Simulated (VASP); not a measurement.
A run of VASP 6.6.1:

Contents of INCAR:

```
  ALGO = Normal
  DIPOL = 0.5 0.5 0.499
  EDIFF = 1E-7
  ENCUT = 520
  GGA = PE
  IDIPOL = 3
  ISIF = 2
  ISMEAR = 0
  IVDW = 12
  LASPH = True
  LCHARG = False
  LDIPOL = True
  LREAL = Auto
  LWAVE = False
  NBANDS = 156
  NELM = 60
  PREC = Accurate
  SIGMA = 0.1
```

Contents of KPOINTS:

```
k-points
0
Gamma
  3 3 1
```

POSCAR

```
W
1.0
    6.3187499324      0.0000000000      0.0000000000
    0.0000000000      6.3187499324      0.0000000000
    0.0000000000      0.0000000000     22.3187499324
W
20
Direct
    0.2500000000      0.7500000000      0.3584430142
    0.2500000000      0.2500000000      0.3584430142
    0.7500000000      0.7500000000      0.3584430142
    0.7500000000      0.2500000000      0.3584430142
    0.5000000000      0.5000000000      0.4292215071
    0.5000000000      0.0000000000      0.4292215071
    0.0000000000      0.5000000000      0.4292215071
    0.0000000000      0.0000000000      0.4292215071
    0.7500000000      0.2500000000      0.4988136938
    0.7500000000      0.7500000000      0.4988136938
    0.2500000000      0.2500000000      0.4988136938
    0.2500000000      0.7500000000      0.4988136938
    0.0000000000      0.0000000000      0.5725173853
    0.0000000000      0.5000000000      0.5725173853
    0.5000000000      0.0000000000      0.5725173853
    0.5000000000      0.5000000000      0.5725173853
    0.2500000000      0.7500000000      0.6355471199
    0.2500000000      0.2500000000      0.6355471199
    0.7500000000      0.7500000000      0.6355471199
    0.7500000000      0.2500000000      0.6355471199
```

Potentials or basis: VASP PAW PBE potentials, release 64 (W_sv).

Run with:

```console
$ cat potpaw_PBE.64/W_sv/POTCAR > POTCAR
$ mpirun -np 1 vasp_std > vasp.out
```

Hardware: 1 thread of Intel(R) Xeon(R) 6975P-C (Granite Rapids), with other jobs on the host.

Question: Estimate the wall time of this run.

Answer: Run time: 18 min on 1 thread of Intel(R) Xeon(R) 6975P-C (Granite Rapids) (shared host), peak memory 0.86 GiB. Counts: scf iterations 39, k points 3.
